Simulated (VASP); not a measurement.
MgO: single point with PBE

Crystal: MgO.

```
Mg O
1.0
     0.00000    4.21100    4.21100
     4.21100    0.00000    4.21100
     4.21100    4.21100    0.00000
Mg O
8 8
Direct
  0.00000 0.00000 0.00000
  0.00000 0.00000 0.50000
  0.00000 0.50000 0.00000
  0.00000 0.50000 0.50000
  0.50000 0.00000 0.00000
  0.50000 0.00000 0.50000
  0.50000 0.50000 0.00000
  0.50000 0.50000 0.50000
  0.25000 0.25000 0.25000
  0.25000 0.25000 0.75000
  0.25000 0.75000 0.25000
  0.25000 0.75000 0.75000
  0.75000 0.25000 0.25000
  0.75000 0.25000 0.75000
  0.75000 0.75000 0.25000
  0.75000 0.75000 0.75000
```

| Item | Value |
| --- | --- |
| Program | VASP 6.6.1 |
| Task | single point |
| Functional | PBE |
| Potentials or basis | VASP PAW PBE potentials, release 64 (Mg, O) |
| Cutoff | 600 eV |
| k mesh | 1 × 1 × 1 |
| Occupations | gaussian, width 0.01 eV |
| Spin | no spin polarisation |

```
Pressure               : 8.5 GPa
Band gap on the k mesh : 4.48 eV
```

Levels at points of the mesh, in eV from the valence-band top:
| k point | band 29 | band 30 | band 31 | band 32 | band 33 | band 34 | band 35 | band 36 |
| --- | --- | --- | --- | --- | --- | --- | --- | --- |
| (0.00, 0.00, 0.00) | -0.68 | 0.00 | 0.00 | 0.00 | 4.48 | 7.58 | 7.58 | 7.58 |

It took 46 s on 1 thread of Intel Xeon 8259CL, on a shared host, peak memory 0.3 GiB.

Caveat: the k points lie up to 1.29 Å⁻¹ apart. A k mesh can miss the band edges.
